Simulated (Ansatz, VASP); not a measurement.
## Two plane-wave programs on Si2Ag2Pt

The input INCAR:

```
  PREC = Accurate
  ENCUT = 520
  EDIFF = 1E-6
  ISMEAR = -1
  SIGMA = 0.141
  LREAL = False
  LASPH = True
  NELM = 60
  ALGO = Normal
  ISIF = 2
  LWAVE = False
  LCHARG = True
  GGA = PE
  LELF = True
  LVHAR = True
  NBANDS = 28
```

Contents of KPOINTS:

```
regular mesh
0
Gamma
  5 5 5
```

POSCAR

```
Si2Ag2Pt
1.0
    0.0000000000      3.9688150000      0.0000000000
    3.9688150000      0.0000000000      0.0000000000
    1.9844080000      1.9844080000     -5.1521180000
Pt Si Ag
1 2 2
Direct
    0.0000000000      0.0000000000      0.0000000000
    0.3963000000      0.3963000000      0.2074000000
    0.6037000000      0.6037000000      0.7926000000
    0.7500000000      0.2500000000      0.5000000000
    0.2500000000      0.7500000000      0.5000000000
```

Input for Ansatz:

```yaml
crystal:
  lattice:
    - [0.0, 3.968815, 0.0]
    - [3.968815, 0.0, 0.0]
    - [1.984408, 1.984408, -5.152118]
  atoms:
    - { symbol: Pt, position: [0.0, 0.0, 0.0] }
    - { symbol: Si, position: [0.3963, 0.3963, 0.2074] }
    - { symbol: Si, position: [0.6037, 0.6037, 0.7926] }
    - { symbol: Ag, position: [0.75, 0.25, 0.5] }
    - { symbol: Ag, position: [0.25, 0.75, 0.5] }
  symmetry: { tolerance: 0.0003 }
kpoints:
  mp_grid: { grid: [5, 5, 5], shift: [0, 0, 0] }
magnetization:
  spin_polarized: false
scf:
  occupations: { method: fermi_dirac, width: 0.141 }
hamiltonian:
  pseudopotentials: { kind: paw }
  xc: pbe
basis:
  ecutwfc: 420
output:
  forces: true
  stress: true
  eigenvalues: true
  write_density: true
  write_potential: true
  elf: true
  volumetric_format: npy
```

Alike in both runs: task single point; functional PBE; k mesh 5 × 5 × 5; occupations fermi-dirac, width 0.141 eV; no spin polarisation.

```csv
,VASP,Ansatz
version,VASP 6.6.1,Ansatz 0.2.0
potentials or method,"VASP PAW PBE potentials, release 64 (Pt, Si, Ag), cutoff 520 eV",PAW plane waves
valence electrons in the cell,40,64
```

VASP gave:

```
gap on the k mesh at the Fermi level (eV)                     : none
pressure (GPa)                                                : 8.0
traceless stress, the component that is largest in VASP (GPa) : 3.93
rms of the force components (eV/Å)                            : 0.221
```

Problem. What did Ansatz give for the same quantities?

Solution. gap on the k mesh at the Fermi level (eV): none; pressure (GPa): 8.1; traceless stress, the component that is largest in VASP (GPa): 3.83; rms of the force components (eV/Å): 0.218.

Atom by atom the forces differ by 0.003 eV/Å (rms over components). A gap of «none» marks a metal or a gap that the smearing closes. The functional is the same, so the differences come from potentials, cutoffs and numerics. VASP's potentials hold 40 valence electrons a cell and Ansatz's 64, so a difference there can come from the potentials and not from the codes.

Spin-orbit coupling is off throughout.
